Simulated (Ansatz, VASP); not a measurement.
One calculation of La2TaO2, two programs

```
CELL_PARAMETERS angstrom
6.62599 0.00000 0.00000
-3.31299 5.73827 0.00000
0.00000 0.00000 4.26829
ATOMIC_POSITIONS crystal
La 0.33333 0.66667 0.00000
La 0.66667 0.33333 0.00000
Ta 0.00000 0.00000 0.00000
O 0.33333 0.66667 0.50000
O 0.66667 0.33333 0.50000
```

Alike in both runs: functional PBE; k mesh 6 × 6 × 10; occupations gaussian, width 0.1 eV; collinear spin.

Ansatz relaxed the structure, and its values are those at the end. VASP's run is a single point on that final structure, the one shown.

|  | VASP | Ansatz |
| --- | --- | --- |
| version | VASP 6.6.1 | Ansatz 0.2.0 |
| potentials or method | VASP PAW PBE potentials, release 64 (La, Ta_pv, O), cutoff 520 eV | scalar-relativistic, plane waves, PAW |
| valence electrons in the cell | 45 | 47 |

```csv
,VASP,Ansatz,Ansatz less VASP
gap on the k mesh at the Fermi level (eV),none,none,-
pressure (GPa),0.0,0.0,+0.06
net moment per atom (μB),0.78,0.78,0.000
size of the moment on the site where the two differ most (μB),2.15,2.83,+0.675
```

Site moments also hang on the region over which each program counts them. A gap of «none» marks a metal or a gap that the smearing closes. VASP's potentials hold 45 valence electrons a cell and Ansatz's 47, so a difference there can come from the potentials and not from the codes. Ansatz's warnings: given moment on shells.

Neither program's run includes spin-orbit coupling.
